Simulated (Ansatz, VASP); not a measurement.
**Two plane-wave programs on AlCo**

```
Al Co
1.0
     2.85190    0.00000    0.00000
     0.00000    2.85190    0.00000
     0.00000    0.00000    2.85190
Al Co
1 1
Cartesian
  0.0000 0.0000 0.0000
  1.4115 1.4115 1.4115
```

Change from the starting cell: all Co atoms moved +0.025 Å, as atom 2 towards its neighbour atom 1 (Al) at 2.470 Å.

Alike in both runs: task single point; functional PBE; k mesh 22 × 22 × 22; occupations gaussian, width 0.15 eV; no spin polarisation.

|  | VASP | Ansatz |
| --- | --- | --- |
| version | VASP 6.6.1 | Ansatz 0.2.0 |
| potentials or method | VASP PAW PBE potentials, release 64 (Al, Co), cutoff 520 eV | scalar-relativistic, plane waves, PAW |
| valence electrons in the cell | 12 | 20 |

|  | VASP | Ansatz | Ansatz less VASP |
| --- | --- | --- | --- |
| gap on the k mesh at the Fermi level (eV) | none | none | - |
| pressure (GPa) | -0.1 | 0.1 | +0.14 |
| rms of the force components (eV/Å) | 0.105 | 0.105 | -0.0003 |

Atom by atom the forces differ by 0.000 eV/Å (rms over components). A gap of «none» marks a metal or a gap that the smearing closes. With one functional, cell and mesh, what is left measures potentials, basis and numerics. VASP's potentials hold 12 valence electrons a cell and Ansatz's 20, so a difference there can come from the potentials and not from the codes.
